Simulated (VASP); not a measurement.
# HgTe (I-4m2) in VASP: a series of runs

HgTe is run at these levels: PBEsol; tasks: single point.

All numbers are computed with VASP 6.6.1; they aren't measurements. Logs are shortened: lines on timing, memory, paths and dates and some standing lists are left out, and cuts for length are marked.

### 1 The cell of the first run

The structure is tetragonal, space group I-4m2 (No. 119). Conventional cell: a = 4.923 Å, b = 4.923 Å, c = 6.189 Å, α = 90.00°, β = 90.00°, γ = 90.00°. Within 3.8 Å of Hg (site symmetry -4m2) lie 4 Te at 2.91 Å. Within 3.8 Å of Te (site symmetry -4m2) lie 4 Hg at 2.91 Å.

### 2 Single point, PBEsol (strain +0.080 along x and y, -0.040 along z)

Input file INCAR:

```
SYSTEM = HgTe
ALGO = Normal
EDIFF = 1E-6
ENCUT = 520
GGA = PS
ISIF = 2
ISMEAR = 0
LASPH = .TRUE.
LCHARG = .FALSE.
LREAL = .FALSE.
LWAVE = .FALSE.
NBANDS = 16
NELM = 100
PREC = Accurate
SIGMA = 0.15
```

Input file KPOINTS:

```
k-points
0
G
  14 14 14
  0 0 0
```

Input file POSCAR:

```
HgTe
1.0
    0.0000000000      3.4813800000      3.0945600000
    3.4813800000      0.0000000000      3.0945600000
    3.4813800000      3.4813800000      0.0000000000
Hg Te
1 1
Direct
    0.0000000000      0.0000000000      0.0000000000
    0.7500000000      0.7500000000      0.7500000000
```

Potentials or basis: VASP PAW PBE potentials, release 64 (Hg, Te).

The run is started by

```console
> cat potpaw_PBE.64/Hg/POTCAR potpaw_PBE.64/Te/POTCAR > POTCAR
> mpirun -np 1 vasp_std > vasp.out
```

OUTCAR:

```text
SYSTEM = HgTe
   EDIFF = 1E-6
   ENCUT = 520
   GGA = PS
   ISIF = 2
   ISMEAR = 0
   LASPH = .TRUE.
   LREAL = .FALSE.
   NELM = 100
   PREC = Accurate

 ion  position               nearest neighbor table
   1  0.000  0.000  0.000-   2 2.91   2 2.91   2 2.91   2 2.91
   2  0.750  0.750  0.750-   1 2.91   1 2.91   1 2.91   1 2.91

  LATTYP: Found a body centered tetragonal cell.
 ALAT       =     4.9234148118
 C/A-ratio  =     1.2570787221

  Lattice vectors:

 A1 = (   0.0000000000,  -3.4813800000,  -3.0945600000)
 A2 = (   0.0000000000,   3.4813800000,  -3.0945600000)
 A3 = (   3.4813800000,   0.0000000000,   3.0945600000)

Analysis of symmetry for initial positions (statically):
=====================================================================
 Subroutine PRICEL returns:
 Original cell was already a primitive cell.

 Routine SETGRP: Setting up the symmetry group for a
 body centered tetragonal supercell.

 Subroutine GETGRP returns: Found  8 space group operations
 (whereof  8 operations were pure point group operations)
 out of a pool of 16 trial point group operations.

The static configuration has the point symmetry D_2d.

Analysis of symmetry for dynamics (positions and initial velocities):
=====================================================================
 Subroutine PRICEL returns:
 Original cell was already a primitive cell.

 Routine SETGRP: Setting up the symmetry group for a
 body centered tetragonal supercell.

 Subroutine GETGRP returns: Found  8 space group operations
 (whereof  8 operations were pure point group operations)
 out of a pool of 16 trial point group operations.

The dynamic configuration has the point symmetry D_2d.

 Subroutine INISYM returns: Found  8 space group operations
 (whereof  8 operations are pure point group operations),
 and found     1 'primitive' translations

----------------------------------------------------------------------------------------

                                     Primitive cell

  volume of cell :      75.0122

  direct lattice vectors                    reciprocal lattice vectors
     0.000000000  3.481380000  3.094560000    -0.143621208  0.143621208  0.161573859
     3.481380000  0.000000000  3.094560000     0.143621208 -0.143621208  0.161573859
     3.481380000  3.481380000  0.000000000     0.143621208  0.143621208 -0.161573859

  length of vectors
     4.657929615  4.657929615  4.923414812     0.259538464  0.259538464  0.259538464

  position of ions in fractional coordinates (direct lattice)
     0.000000000  0.000000000  0.000000000
     0.750000000  0.750000000  0.750000000

  ion indices of the primitive-cell ions
   primitive index   ion index
                 1           1
                 2           2

----------------------------------------------------------------------------------------

 KPOINTS: k-points

Automatic generation of k-mesh.
 Grid dimensions read from file:
 generate k-points for:   14   14   14

 Generating k-lattice:

  Cartesian coordinates                     Fractional coordinates (reciprocal lattice)
    -0.010258658  0.010258658  0.011540990     0.071428571 -0.000000000  0.000000000
     0.010258658 -0.010258658  0.011540990    -0.000000000  0.071428571  0.000000000
     0.010258658  0.010258658 -0.011540990     0.000000000  0.000000000  0.071428571

  Length of vectors
     0.018538462  0.018538462  0.018538462

  Shift w.r.t. Gamma in fractional coordinates (k-lattice)
     0.000000000  0.000000000  0.000000000

 Subroutine IBZKPT returns following result:
 ===========================================

 Found    244 irreducible k-points:

 Following reciprocal coordinates:
            Coordinates               Weight
  0.000000  0.000000  0.000000      1.000000
  0.071429  0.000000  0.000000      8.000000
  0.142857  0.000000  0.000000      8.000000
  0.214286  0.000000  0.000000      8.000000
  0.285714 -0.000000  0.000000      8.000000
  0.357143  0.000000  0.000000      8.000000
[... 16 lines left out ...]
  0.214286  0.142857  0.000000      8.000000
  0.285714  0.142857  0.000000      8.000000
 [... further k-points ...]
   k-points           NKPTS =    244   k-points in BZ     NKDIM =    244   number of bands    NBANDS=     16
   number of dos      NEDOS =    301   number of ions     NIONS =      2
   total plane-waves  NPLWV =  51840
   dimension x,y,z NGX =    36 NGY =   36 NGZ =   40
   dimension x,y,z NGXF=    72 NGYF=   72 NGZF=   80
   ions per type =               1   1
   NGX,Y,Z   is equivalent  to a cutoff of  12.85, 12.85, 13.51 a.u.
   NGXF,Y,Z  is equivalent  to a cutoff of  25.70, 25.70, 27.01 a.u.
 SYSTEM =  HgTe
   PREC   = accura    normal or accurate (medium, high low for compatibility)
   ISTART =      0    job   : 0-new  1-cont  2-samecut
   ICHARG =      2    charge: 1-file 2-atom 10-const
   ISPIN  =      1    spin polarized calculation?
   LNONCOLLINEAR =      F non collinear calculations
   LSORBIT =      F    spin-orbit coupling
   LASPH  =      T    aspherical Exc in radial PAW
   ENCUT  =  520.0 eV  38.22 Ry    6.18 a.u.   8.66  8.66  9.15*2*pi/ulx,y,z
   NELM   =    100;   NELMIN=  2; NELMDL= -5     # of ELM steps
   EDIFF  = 0.1E-05   stopping-criterion for ELM
   LREAL  =      F    real-space projection
   EDIFFG = 0.1E-04   stopping-criterion for IOM
   NSW    =      0    number of steps for IOM
   IBRION =     -1    ionic relax: 0-MD 1-quasi-New 2-CG
   NFREE  =      0    steps in history (QN), initial steepest desc. (CG)
   ISIF   =      2    stress and relaxation
   ISYM   =      2    0-nonsym 1-usesym 2-fastsym
   POTIM  = 0.5000    time-step for ionic-motion
   TEBEG  =    0.0;   TEEND  =   0.0 temperature during run
   PSTRESS=    0.0 pullay stress
   NELECT =      18.0000    total number of electrons
   NUPDOWN=      -1.0000    fix difference up-down
   EMIN   =  10.00;   EMAX   =-10.00  energy-range for DOS
   EFERMI =   0.00;   METHOD = LEGACY
   ISMEAR =     0;   SIGMA  =   0.15  broadening in eV -4-tet -1-fermi 0-gaus
   EFERMI_NEDOS =   21; number of points for ismear=-14 and -15
   IALGO  =     38    algorithm
   IMIX   =      4    mixing-type and parameters
     AMIX     =   0.40;   BMIX     =  1.00
     AMIX_MAG =   1.60;   BMIX_MAG =  1.00
  volume/ion in A,a.u.               =      37.51       253.10
  Fermi-wavevector in a.u.,A,eV,Ry     =   1.017314  1.922445 14.081051  1.034928
  Thomas-Fermi vector in A             =   2.150708
   LORBIT       =      0    0 simple, 1 ext, 2 COOP (PROOUT), +10 PAW based schemes
   GGA     = PS    functional components
   LHFCALC =     F    Hartree Fock is set to
   AEXX    =    0.0000 exact exchange contribution
   IVDW    =     0    specifies the selected vdW correction
   LEPSILON=     F    determine dielectric tensor
   LRPA    =     F    only Hartree local field effects (RPA)
 non-spin polarized calculation
 Gauss-broadening in eV      SIGMA  =   0.15
  energy-cutoff  :      520.00
  volume of cell :       75.01
 maximum number of plane-waves:      2041
   NGX = 17   NGY = 17   NGZ = 19

 number of electron      17.9999999 magnetization

 Free energy of the ion-electron system (eV)
  ---------------------------------------------------
  ext. energy  EPLUGINS =         0.00000000
  ---------------------------------------------------
  free energy    TOTEN  =        -4.28887755 eV

  energy without entropy =       -4.28842912  energy(sigma->0) =       -4.28865333

 E-fermi :   2.0543     XC(G=0):  -8.4758

 val. band max:        1.9484822737   @ k =   0.0714   0.0000   0.0714
 cond. band min:       2.0619371120   @ k =   0.0000   0.0000   0.0000
 fundamental gap:      0.1134548383
 Fermi energy:         2.0542826272

 k-point     1 :       0.0000    0.0000    0.0000
  band No.  band energies     occupation
      1      -9.4023      2.00000
      2      -4.8605      2.00000
      3      -4.8605      2.00000
      4      -4.8439      2.00000
      5      -4.4829      2.00000
      6      -4.4257      2.00000
[... 8 lines left out ...]
     15      10.5844      0.00000
     16      11.2503      0.00000

 k-point     2 :       0.0714    0.0000    0.0000
  band No.  band energies     occupation
      1      -9.3814      2.00000
      2      -4.8567      2.00000
      3      -4.8554      2.00000
      4      -4.8339      2.00000
      5      -4.4824      2.00000
      6      -4.4269      2.00000
[... 8 lines left out ...]
     15      10.3261      0.00000
     16      10.8159      0.00000

 k-point     3 :       0.1429    0.0000    0.0000
  band No.  band energies     occupation
      1      -9.3217      2.00000
      2      -4.8421      2.00000
      3      -4.8414      2.00000
      4      -4.8046      2.00000
      5      -4.4800      2.00000
      6      -4.4299      2.00000
[... 8 lines left out ...]
     15      10.0774      0.00000
     16      10.5906      0.00000

 k-point     4 :       0.2143    0.0000    0.0000
  band No.  band energies     occupation
      1      -9.2329      2.00000
      2      -4.8232      2.00000
      3      -4.8171      2.00000
      4      -4.7499      2.00000
      5      -4.4739      2.00000
      6      -4.4328      2.00000
[... 8 lines left out ...]
     15      10.0793      0.00000
     16      10.8388      0.00000

 k-point     5 :       0.2857   -0.0000    0.0000
  band No.  band energies     occupation
      1      -9.1308      2.00000
      2      -4.8060      2.00000
      3      -4.7888      2.00000
      4      -4.6566      2.00000
      5      -4.4629      2.00000
      6      -4.4323      2.00000
[... 8 lines left out ...]
     15      10.3826      0.00000
     16      10.8543      0.00000

 k-point     6 :       0.3571    0.0000    0.0000
  band No.  band energies     occupation
      1      -9.0354      2.00000
      2      -4.7936      2.00000
      3      -4.7648      2.00000
      4      -4.5276      2.00000
      5      -4.4488      2.00000
      6      -4.4157      2.00000
[... 8 lines left out ...]
     15      10.9491      0.00000
     16      10.9706      0.00000

 k-point     7 :       0.4286    0.0000    0.0000
  band No.  band energies     occupation
      1      -8.9675      2.00000
      2      -4.7868      2.00000
      3      -4.7494      2.00000
      4      -4.4619      2.00000
      5      -4.4366      2.00000
      6      -4.3073      2.00000
[... 8 lines left out ...]
     15      11.2593      0.00000
     16      11.6654      0.00000

 k-point     8 :       0.5000    0.0000    0.0000
  band No.  band energies     occupation
      1      -8.9428      2.00000
      2      -4.7847      2.00000
      3      -4.7441      2.00000
      4      -4.4547      2.00000
      5      -4.4317      2.00000
      6      -4.2194      2.00000
[... 8 lines left out ...]
     15      11.3411      0.00000
     16      12.1438      0.00000

 k-point     9 :       0.0714    0.0714    0.0000
  band No.  band energies     occupation
      1      -9.3719      2.00000
      2      -4.8503      2.00000
      3      -4.8503      2.00000
      4      -4.8405      2.00000
      5      -4.4792      2.00000
      6      -4.4284      2.00000
[... 8 lines left out ...]
     15      10.6260      0.00000
     16      11.3050      0.00000
[... 172 lines left out ...]
 k-point    19 :      -0.2143    0.0714    0.0000
  band No.  band energies     occupation
      1      -9.1895      2.00000
      2      -4.8162      2.00000
      3      -4.7914      2.00000
      4      -4.7183      2.00000
      5      -4.4793      2.00000
      6      -4.4341      2.00000
[... 8 lines left out ...]
     15       9.7445      0.00000
     16      11.0521      0.00000

 k-point    20 :      -0.1429    0.0714    0.0000
  band No.  band energies     occupation
      1      -9.2821      2.00000
      2      -4.8351      2.00000
      3      -4.8224      2.00000
      4      -4.7821      2.00000
      5      -4.4843      2.00000
      6      -4.4306      2.00000
[... 8 lines left out ...]
     15       9.7032      0.00000
     16      10.3096      0.00000

 k-point    21 :      -0.0714    0.0714    0.0000
  band No.  band energies     occupation
      1      -9.3498      2.00000
      2      -4.8497      2.00000
      3      -4.8476      2.00000
      4      -4.8151      2.00000
      5      -4.4845      2.00000
      6      -4.4278      2.00000
[... 8 lines left out ...]
     15       9.9285      0.00000
     16      10.3309      0.00000

 k-point    22 :       0.1429    0.1429    0.0000
  band No.  band energies     occupation
      1      -9.2854      2.00000
      2      -4.8266      2.00000
      3      -4.8203      2.00000
      4      -4.8203      2.00000
      5      -4.4688      2.00000
      6      -4.4341      2.00000
[... 8 lines left out ...]
     15      10.5216      0.00000
     16      10.7504      0.00000

 k-point    23 :       0.2143    0.1429    0.0000
  band No.  band energies     occupation
      1      -9.2157      2.00000
      2      -4.8184      2.00000
      3      -4.7988      2.00000
      4      -4.7806      2.00000
      5      -4.4611      2.00000
      6      -4.4349      2.00000
[... 8 lines left out ...]
     15      10.7556      0.00000
     16      10.7979      0.00000

 k-point    24 :       0.2857    0.1429    0.0000
  band No.  band energies     occupation
      1      -9.1256      2.00000
      2      -4.8005      2.00000
      3      -4.7775      2.00000
      4      -4.7140      2.00000
      5      -4.4510      2.00000
      6      -4.4274      2.00000
[... 8 lines left out ...]
     15      10.9665      0.00000
     16      10.9994      0.00000

 [... further k-points ...]

------------------------ aborting loop because EDIFF is reached ----------------------------------------

  FORCE on cell =-STRESS in cart. coord.  units (eV):
  Direction    XX          YY          ZZ          XY          YZ          ZX
  --------------------------------------------------------------------------------------
  -------------------------------------------------------------------------------------
  Total       -1.6439109     -1.6439109     -0.8160467      0.0000000     -0.0000000      0.0000000
  in kB      -35.1121244    -35.1121244    -17.4298582      0.0000000     -0.0000000      0.0000000
  external PRESSURE =     -29.2180357 kB  Pullay stress =       0.0000000 kB

 VOLUME and BASIS-vectors are now :
 -----------------------------------------------------------------------------
  energy-cutoff  :      520.00
  volume of cell :       75.01
      direct lattice vectors                 reciprocal lattice vectors
     0.000000000  3.481380000  3.094560000    -0.143621208  0.143621208  0.161573859
     3.481380000  0.000000000  3.094560000     0.143621208 -0.143621208  0.161573859
     3.481380000  3.481380000  0.000000000     0.143621208  0.143621208 -0.161573859

 POSITION                                       TOTAL-FORCE (eV/Angst)
 -----------------------------------------------------------------------------------
      0.00000      0.00000      0.00000        -0.000000     -0.000000     -0.000000
      5.22207      5.22207      4.64184         0.000000      0.000000      0.000000
 -----------------------------------------------------------------------------------
    total drift:                                0.000000      0.000000     -0.000000

  FREE ENERGIE OF THE ION-ELECTRON SYSTEM (eV)
  ---------------------------------------------------
  free  energy   TOTEN  =        -4.2888775476 eV

  energy  without entropy=       -4.2884291168  energy(sigma->0) =       -4.28865333
```

Wall time 5.7 min (1 thread of Intel Xeon 8259CL, shared host); peak memory 0.45 GiB.

What came out:

```
Free energy            : -4.2889 eV
Pressure               : -2.9 GPa
Band gap on the k mesh : 0.11 eV (least direct gap 0.28 eV)
```

Stress tensor (GPa, compression positive):
```
-3.51  0.00  0.00
 0.00 -3.51  0.00
 0.00  0.00 -1.74
```

Caveat: the cell differs from its parent crystal (strain +0.080 along x and y, -0.040 along z); the PAW data sets were made with another functional, which shifts forces and pressure a little; spin-orbit coupling is left out, which moves the levels of the heavy elements. A k mesh can miss the band edges.

(Part 1 of 2 ends here.)
